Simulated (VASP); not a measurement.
# HfO2 in VASP: settings compared, part 2 of 2

VASP 6.6.1.

## 3. Electric field gradients, PBEsol

Contents of INCAR:

```
SYSTEM = HfO2
PREC = Accurate ; ENCUT = 520
EDIFF = 1E-8 ; ISMEAR = -1
SIGMA = 0.02 ; LREAL = .False.
LASPH = .True. ; NELM = 100
ALGO = Normal ; ISIF = 2
LWAVE = .False. ; LCHARG = .False.
GGA = PS ; LEFG = .True.
NBANDS = 56
```

Contents of KPOINTS:

```
Automatic mesh
0
Gamma
  6 6 6
  0 0 0
```

Contents of POSCAR:

```
HfO2
1.0
    5.1180000000      0.0000000000      0.0000000000
    0.0000000000      5.1857000000      0.0000000000
   -0.8586630598      0.0000000000      5.2138671406
Hf O
4 8
Direct
    0.2767004552      0.0418817652      0.2081303339
    0.7232995448      0.5418817652      0.2918696661
    0.7232995448      0.9581182348      0.7918696661
    0.2767004552      0.4581182348      0.7081303339
    0.4465505664      0.7583834832      0.4802726464
    0.5534494336      0.2583834832      0.0197273536
    0.5534494336      0.2416165168      0.5197273536
    0.4465505664      0.7416165168      0.9802726464
    0.0726428699      0.3392538937      0.3389442109
    0.9273571301      0.8392538937      0.1610557891
    0.9273571301      0.6607461063      0.6610557891
    0.0726428699      0.1607461063      0.8389442109
```

Potentials or basis: VASP PAW PBE potentials, release 64 (Hf_pv, O).

On the command line:

```sh
> cat potpaw_PBE.64/Hf_pv/POTCAR potpaw_PBE.64/O/POTCAR > POTCAR
> mpirun -np 1 vasp_std > vasp.out
```

OUTCAR:

```text
SYSTEM = HfO2
   PREC = Accurate
   ENCUT = 520
   EDIFF = 1E-8
   ISMEAR = -1
   LREAL = .False.
   LASPH = .True.
   NELM = 100
   ISIF = 2
   GGA = PS

 ion  position               nearest neighbor table
   1  0.277  0.042  0.208-   9 2.04  10 2.05   5 2.14  12 2.15   6 2.17   8 2.23   7 2.24   3 3.32
                             4 3.41   4 3.41   2 3.44   2 3.44   3 3.45   3 3.55
   2  0.723  0.542  0.292-  10 2.04   9 2.05   6 2.14  11 2.15   5 2.17   7 2.23   8 2.24   4 3.32
                             3 3.41   3 3.41   1 3.44   1 3.44   4 3.45   4 3.55
   3  0.723  0.958  0.792-  11 2.04  12 2.05   7 2.14  10 2.15   8 2.17   6 2.23   5 2.24   1 3.32
                             2 3.41   2 3.41   4 3.44   4 3.44   1 3.45   1 3.55
   4  0.277  0.458  0.708-  12 2.04  11 2.05   8 2.14   9 2.15   7 2.17   5 2.23   6 2.24   2 3.32
                             1 3.41   1 3.41   3 3.44   3 3.44   2 3.45   2 3.55
   5  0.447  0.758  0.480-   1 2.14   2 2.17   4 2.23   3 2.24
   6  0.553  0.258  0.020-   2 2.14   1 2.17   3 2.23   4 2.24
   7  0.553  0.242  0.520-   3 2.14   4 2.17   2 2.23   1 2.24
   8  0.447  0.742  0.980-   4 2.14   3 2.17   1 2.23   2 2.24
   9  0.073  0.339  0.339-   1 2.04   2 2.05   4 2.15
  10  0.927  0.839  0.161-   2 2.04   1 2.05   3 2.15
  11  0.927  0.661  0.661-   3 2.04   4 2.05   2 2.15
  12  0.073  0.161  0.839-   4 2.04   3 2.05   1 2.15

  LATTYP: Found a simple monoclinic cell.
 ALAT       =     5.1180000000
 B/A-ratio  =     1.0132278234
 C/A-ratio  =     1.0324540836
[... 1680 lines left out ...]
   6       5.153    -0.073    -5.080    -3.017    -6.313     6.202
   7       5.153    -0.073    -5.080     3.017    -6.313    -6.202
   8       5.153    -0.073    -5.080    -3.017    -6.313     6.202
   9      -2.276    -0.600     2.876    -8.047    -1.301     4.728
  10      -2.276    -0.600     2.876     8.047    -1.301    -4.728
  11      -2.276    -0.600     2.876    -8.047    -1.301     4.728
  12      -2.276    -0.600     2.876     8.047    -1.301    -4.728
---------------------------------------------------------------------

 Electric field gradients after diagonalization (V/A^2)
 (convention: |V_zz| > |V_xx| > |V_yy|)
----------------------------------------------------------------------
 ion       V_xx      V_yy      V_zz     asymmetry (V_yy - V_xx)/ V_zz
----------------------------------------------------------------------
   1     -61.535   -42.781   104.316       0.180
   2     -61.535   -42.781   104.316       0.180
   3     -61.535   -42.781   104.316       0.180
   4     -61.535   -42.781   104.316       0.180
   5     -10.243    -0.788    11.031       0.857
   6     -10.243    -0.788    11.031       0.857
   7     -10.243    -0.788    11.031       0.857
   8     -10.243    -0.788    11.031       0.857
   9       9.614     0.329    -9.943       0.934
  10       9.614     0.329    -9.943       0.934
  11       9.614     0.329    -9.943       0.934
  12       9.614     0.329    -9.943       0.934
----------------------------------------------------------------------

           NMR quadrupolar parameters

 Cq : quadrupolar parameter    Cq=e*Q*V_zz/h
 eta: asymmetry parameters     (V_yy - V_xx)/ V_zz
 Q  : nuclear electric quadrupole moment in mb (millibarn)
----------------------------------------------------------------------
 ion       Cq(MHz)       eta       Q (mb)
----------------------------------------------------------------------
   1       0.252       0.180       1.000
   2       0.252       0.180       1.000
   3       0.252       0.180       1.000
   4       0.252       0.180       1.000
   5       0.027       0.857       1.000
   6       0.027       0.857       1.000
   7       0.027       0.857       1.000
   8       0.027       0.857       1.000
   9      -0.024       0.934       1.000
  10      -0.024       0.934       1.000
  11      -0.024       0.934       1.000
  12      -0.024       0.934       1.000
----------------------------------------------------------------------
```

stdout:

```text
POSCAR found type information on POSCAR HfO
 POSCAR found :  2 types and      12 ions
 scaLAPACK will be used
 -----------------------------------------------------------------------------
|                                                                             |
|                                                                             |
|     You enforced a specific xc type in the INCAR file but a different       |
|     I HOPE YOU KNOW WHAT YOU ARE DOING!                                     |
|                                                                             |
 -----------------------------------------------------------------------------

 LDA part: xc-table for (Slater+PW92), standard interpolation
 POSCAR, INCAR and KPOINTS ok, starting setup
 FFT: planning ... GRIDC
 FFT: planning ... GRID_SOFT
 FFT: planning ... GRID
 WAVECAR not read
 entering main loop
ion   1
     0.0000654     0.1360816    -0.0364171    -1.1074325     1.2896938    -0.3946603
     0.0000901     0.1360816    -0.0364171    -1.1074325     1.2896938    -0.3946602
     0.0001241     0.1360816    -0.0364171    -1.1074325     1.2896938    -0.3946602
     0.0001709     0.1360816    -0.0364171    -1.1074325     1.2896938    -0.3946602
[... 105 lines left out ...]
ion  11
     0.0000293    -0.1059072    -0.1840738    -1.2423240     0.9868012     0.7069005
     0.0000403    -0.1059072    -0.1840738    -1.2423240     0.9868012     0.7069005
     0.0000555    -0.105907
```

Wall time 20 min (1 thread of Oxide Virtual Turin-like, shared host); peak memory 0.51 GiB.

Results:

- Free energy: -127.3281 eV
- Pressure: -5.5 GPa
- Largest force: 0.124 eV/Å
- Band gap on the k mesh: 3.92 eV (least direct gap 4.01 eV)
- Largest electric field gradient by atom: Hf +104.3; O +11.0, -9.9 (each value once) V/Å²

Forces on the atoms (eV/Å):
```
Hf  -0.047  0.063 -0.096
Hf   0.047  0.063  0.096
Hf   0.047 -0.063  0.096
Hf  -0.047 -0.063 -0.096
O    0.118 -0.007 -0.005
O   -0.118 -0.007  0.005
O   -0.118  0.007  0.005
O    0.118  0.007 -0.005
O    0.009 -0.001  0.112
O   -0.009 -0.001 -0.112
O   -0.009  0.001 -0.112
O    0.009  0.001  0.112
```

Stress tensor (GPa, compression positive):
```
-5.96  0.00 -0.77
 0.00 -4.99  0.00
-0.77  0.00 -5.65
```

Electric field gradients, principal values (V/Å²):
| atom | least | middle | greatest (by size) |
| --- | --- | --- | --- |
| 1 Hf | -42.781 | -61.535 | 104.316 |
| 2 Hf | -42.781 | -61.535 | 104.316 |
| 3 Hf | -42.781 | -61.535 | 104.316 |
| 4 Hf | -42.781 | -61.535 | 104.316 |
| 5 O | -0.788 | -10.243 | 11.031 |
| 6 O | -0.788 | -10.243 | 11.031 |
| 7 O | -0.788 | -10.243 | 11.031 |
| 8 O | -0.788 | -10.243 | 11.031 |
| 9 O | 0.329 | 9.614 | -9.943 |
| 10 O | 0.329 | 9.614 | -9.943 |
| 11 O | 0.329 | 9.614 | -9.943 |
| 12 O | 0.329 | 9.614 | -9.943 |

Caveat: the cell stands under tension; without QUAD_EFG the Cq values of the log hold for a quadrupole moment of 1 mb, not for the nuclei; the PAW data sets were made with another functional, which shifts forces and pressure a little; spin-orbit coupling is left out, which moves the levels of the heavy elements.
